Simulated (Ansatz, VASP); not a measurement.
**One calculation of AlN, two programs**

Contents of POSCAR:

```
AlN
1.0
    0.0000000000      2.0390571358      2.0390571358
    2.0390571358      0.0000000000      2.0390571358
    2.0390571358      2.0390571358      0.0000000000
Al N
1 1
Direct
    0.0000000000      0.0000000000      0.0000000000
    0.5000000000      0.5000000000      0.5000000000
```

INCAR.step1

```
SYSTEM = AlN
PREC = Accurate
ENCUT = 520
EDIFF = 1E-5
ISMEAR = 0
SIGMA = 0.01
LREAL = .FALSE.
LASPH = .TRUE.
NELM = 100
ALGO = Normal
ISIF = 2
LWAVE = .TRUE.
LCHARG = .FALSE.
NBANDS = 11
GGA = PE
```

File INCAR.step2:

```
SYSTEM = AlN
PREC = Accurate
ENCUT = 520
EDIFF = 1E-7
ISMEAR = 0
SIGMA = 0.01
LREAL = .FALSE.
LASPH = .TRUE.
NELM = 100
ALGO = Normal
ISIF = 2
LWAVE = .FALSE.
LCHARG = .FALSE.
GGA = PE
LHFCALC = .TRUE.
HFSCREEN = 0.2079
PRECFOCK = Normal
NBANDS = 11
ISTART = 1
```

Contents of KPOINTS:

```
Automatic mesh
0
G
  8 8 8
  0 0 0
```

Input for Ansatz:

```yaml
crystal:
  lattice:
    - [0.0, 2.0390571358, 2.0390571358]
    - [2.0390571358, 0.0, 2.0390571358]
    - [2.0390571358, 2.0390571358, 0.0]
  atoms:
    - { symbol: Al, position: [0.0, 0.0, 0.0] }
    - { symbol: "N", position: [0.5, 0.5, 0.5] }
kpoints:
  mp_grid: { grid: [8, 8, 8] }
  band_path:
    path:
      - [0.0, 0.0, 0.0]
      - [0.5, 0.0, 0.5]
      - [0.625, 0.25, 0.625]
      - [0.375, 0.375, 0.75]
      - [0.5, 0.5, 0.5]
      - [0.5, 0.25, 0.75]
    npoints: 1
hamiltonian:
  xc: hse06
scf:
  occupations: { method: fixed }
  n_extra_bands: 4
output:
  forces: true
  stress: true
  eigenvalues: true
```

Change from the starting cell: hydrostatic strain +1.0%.

Alike in both runs: task single point; functional HSE06; k mesh 8 × 8 × 8; no spin polarisation.

|  | VASP | Ansatz |
| --- | --- | --- |
| version | VASP 6.6.1 | Ansatz 0.2.0 |
| potentials or method | VASP PAW PBE potentials, release 64 (Al, N) | plane waves, PAW |
| plane-wave cutoff (eV) | 520 | 420 |
| occupations | gaussian, width 0.01 eV | fixed |
| valence electrons in the cell | 8 | 8 |

Ansatz gave:

```
gap on the k mesh at the Fermi level (eV) : 5.77
pressure (GPa)                            : -9.3
```

Which values does VASP return?

gap on the k mesh at the Fermi level (eV): 5.70; pressure (GPa): -9.2.

Ansatz's warnings: stress exchange threshold loose, stress scf threshold loose.
